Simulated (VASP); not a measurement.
# Nd2As3W: single point with PBE

Nd2As3W:

```
CELL_PARAMETERS angstrom
6.25929 0.00000 0.00000
-3.12965 5.42071 0.00000
0.00000 0.00000 4.15547
ATOMIC_POSITIONS crystal
Nd 0.66667 0.33333 0.00000
Nd 0.33333 0.66667 0.00000
As 0.00000 0.50000 0.50000
As 0.50000 0.50000 0.50000
As 0.50000 0.00000 0.50000
W 0.00000 0.00000 0.00000
```

The cell was generated, and may not be a known phase.

```json
{
  "Program": "VASP 6.6.1",
  "Task": "single point",
  "Functional": "PBE",
  "Potentials or basis": "VASP PAW PBE potentials, release 64 (Nd_3, As, W_sv), 4f in core",
  "Cutoff": "500 eV",
  "k mesh": "3 × 3 × 4",
  "Occupations": "gaussian, width 0.1 eV",
  "Spin": "no spin polarisation",
  "Dipole correction": "no",
  "Further INCAR settings": "ALGO = Normal; EDIFF = 1e-06; NBANDS = 34"
}
```

```
Pressure               : 10.7 GPa
Band gap on the k mesh : zero (an odd number of electrons rules out a gap without spin polarisation)
```

Stress tensor (GPa, compression positive):
```
 6.89  0.00  0.00
 0.00  6.89  0.00
 0.00  0.00 18.28
```

Levels at points of the mesh, in eV from the Fermi level:
```tsv
k point	band 22	band 23	band 24	band 25	band 26	band 27	band 28	band 29
(0.00, 0.00, 0.00)	-0.92	-0.31	-0.15	-0.15	-0.01	-0.01	1.48	1.48
(0.00, 0.00, 0.50)	0.13	0.13	0.16	0.16	0.23	0.55	0.55	1.20
```

Run time: 29 s on 1 thread of Intel(R) Xeon(R) 6975P-C (Granite Rapids), on a shared host, peak memory 0.26 GiB.

Caveat: the k points lie up to 0.39 Å⁻¹ apart, too coarse for converged energies and pressures of a metal; spin-orbit coupling is left out, which moves the levels of the heavy elements; the 4f electrons are frozen in the core, so they carry no moment and show no levels; an odd number of electrons without spin polarisation forces a metal; a magnetic or distorted state may lie lower. Spin polarisation is off, so any magnetic state and its effect on volume and gap are missing.
